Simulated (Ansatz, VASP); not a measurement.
# GaSb in VASP and in Ansatz

```
Ga Sb
1.0
     0.00000    3.10717    3.10717
     3.10717    0.00000    3.10717
     3.10717    3.10717    0.00000
Ga Sb
1 1
Direct
  0.00000 0.00000 0.00000
  0.25000 0.25000 0.25000
```

Alike in both runs: functional PBE; k mesh 12 × 12 × 12; occupations gaussian, width 0.1 eV; no spin polarisation.

Ansatz relaxed the structure, and its values are those at the end. VASP's run is a single point on that final structure, the one shown.

```csv
,VASP,Ansatz
version,VASP 6.6.1,Ansatz 0.2.0
potentials or method,"VASP PAW PBE potentials, release 64 (Ga_d, Sb), cutoff 500 eV","scalar-relativistic, plane waves, PAW"
valence electrons in the cell,18,28
```

VASP gave:

| Item | Value |
| --- | --- |
| gap on the k mesh at the Fermi level (eV) | none |
| pressure (GPa) | 0.1 |

**Question.** Which values does Ansatz return?

**Answer.** gap on the k mesh at the Fermi level (eV): none; pressure (GPa): 0.0.

A gap of «none» marks a metal or a gap that the smearing closes. VASP's potentials hold 18 valence electrons a cell and Ansatz's 28, so a difference there can come from the potentials and not from the codes.

Spin-orbit coupling is off throughout.
